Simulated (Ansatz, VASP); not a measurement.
**Sc3Ta: VASP beside Ansatz**

```xyz
4
Lattice="5.0691 0.0000 0.0000 -2.5346 4.3900 0.0000 0.0000 0.0000 5.1441" Properties=species:S:1:pos:R:3 pbc="T T T"
Sc    0.0000    0.0000    0.0000
Sc    0.0000    2.9267    2.5721
Sc    2.5346    1.4633    2.5721
Ta    0.0000    0.0000    2.5721
```

Alike in both runs: functional PBE; k mesh 12 × 12 × 10; occupations gaussian, width 0.1 eV; no spin polarisation.

Ansatz relaxed the structure, and its values are those at the end. VASP's run is a single point on that final structure, the one shown.

|  | VASP | Ansatz |
| --- | --- | --- |
| version | VASP 6.6.1 | Ansatz 0.2.0 |
| potentials or method | VASP PAW PBE potentials, release 64 (Sc_sv, Ta_pv), cutoff 520 eV | scalar-relativistic, plane waves, PAW |
| valence electrons in the cell | 44 | 46 |

|  | VASP | Ansatz | Ansatz less VASP |
| --- | --- | --- | --- |
| gap on the k mesh at the Fermi level (eV) | none | none | - |
| pressure (GPa) | 0.1 | 0.0 | -0.08 |

A gap of «none» marks a metal or a gap that the smearing closes. VASP's potentials hold 44 valence electrons a cell and Ansatz's 46, so a difference there can come from the potentials and not from the codes.

Neither program's run includes spin-orbit coupling.
